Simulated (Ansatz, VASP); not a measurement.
Two plane-wave programs on MnO2

```
CELL_PARAMETERS angstrom
2.60686 0.00000 0.00000
-1.30343 2.25760 0.00000
0.00000 0.00000 4.19912
ATOMIC_POSITIONS crystal
Mn 0.00000 0.00000 0.50000
O 0.66667 0.33333 0.29371
O 0.33333 0.66667 0.70629
```

Change from the starting cell: volume scaled by 0.76, no spin polarisation, PAW files.

Alike in both runs: task single point; functional LDA; k mesh 11 × 11 × 6; occupations fermi-dirac, width 0.03 eV; no spin polarisation.

|  | VASP | Ansatz |
| --- | --- | --- |
| version | VASP 6.6.1 | Ansatz 0.2.0 |
| potentials or method | VASP PAW LDA potentials, release 64 (Mn_sv, O) | PAW with Ansatz's default frozen-core files, scalar-relativistic |
| plane-wave cutoff (eV) | 700 | 420 |
| valence electrons in the cell | 27 | 27 |

VASP gave:

```
pressure (GPa)                                                : 71.5
traceless stress, the component that is largest in VASP (GPa) : -16.82
rms of the force components (eV/Å)                            : 2.288
```

**Question.** Which values does Ansatz return?

**Answer.** Pressure (GPa): 70.1; traceless stress, the component that is largest in VASP (GPa): -15.90; rms of the force components (eV/Å): 2.243.

LDA's correlation is that of Perdew and Zunger in VASP and of Perdew and Wang (1992) in Ansatz. Atom by atom the forces differ by 0.045 eV/Å (rms over components). Both programs put the cell under a high pressure, so it lies far from rest at this level.

Noted on VASP's run: the cell as given lies far from equilibrium.
